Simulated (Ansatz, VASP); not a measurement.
## SnO in VASP and in Ansatz

Contents of INCAR:

```
ALGO = Normal
EDIFF = 1E-6
ENCUT = 520
GGA = PE
ISIF = 2
ISMEAR = -1
LASPH = True
LCHARG = False
LREAL = False
LWAVE = False
NBANDS = 17
NELM = 100
PREC = Accurate
SIGMA = 0.02
```

The input KPOINTS:

```
k-points
0
Gamma
  6 6 6
```

File POSCAR:

```
SnO
1.0
    0.0000000000      2.7109347797      2.7109347797
    2.7109347797      0.0000000000      2.7109347797
    2.7109347797      2.7109347797      0.0000000000
Sn O
1 1
Direct
    0.0000000000      0.0000000000      0.0000000000
    0.2500000000      0.2500000000      0.2500000000
```

Input for Ansatz:

```yaml
crystal:
  lattice:
    - [0.0, 2.7109347797, 2.7109347797]
    - [2.7109347797, 0.0, 2.7109347797]
    - [2.7109347797, 2.7109347797, 0.0]
  atoms:
    - { symbol: Sn, position: [0.0, 0.0, 0.0] }
    - { symbol: O, position: [0.25, 0.25, 0.25] }
kpoints:
  mp_grid: { grid: [6, 6, 6] }
hamiltonian:
  xc: pbe
scf:
  occupations: { method: fermi_dirac, width: 0.02 }
  n_extra_bands: 4
output:
  forces: true
  stress: true
  eigenvalues: true
```

Alike in both runs: task single point; functional PBE; k mesh 6 × 6 × 6; occupations fermi-dirac, width 0.02 eV; no spin polarisation.

```csv
,VASP,Ansatz
version,VASP 6.6.1,Ansatz 0.2.0
potentials or method,"VASP PAW PBE potentials, release 64 (Sn_d, O)","plane waves, PAW"
plane-wave cutoff (eV),520,420
valence electrons in the cell,20,20
```

```tsv
	VASP	Ansatz	Ansatz less VASP
pressure (GPa)	2.2	2.2	-0.03
```
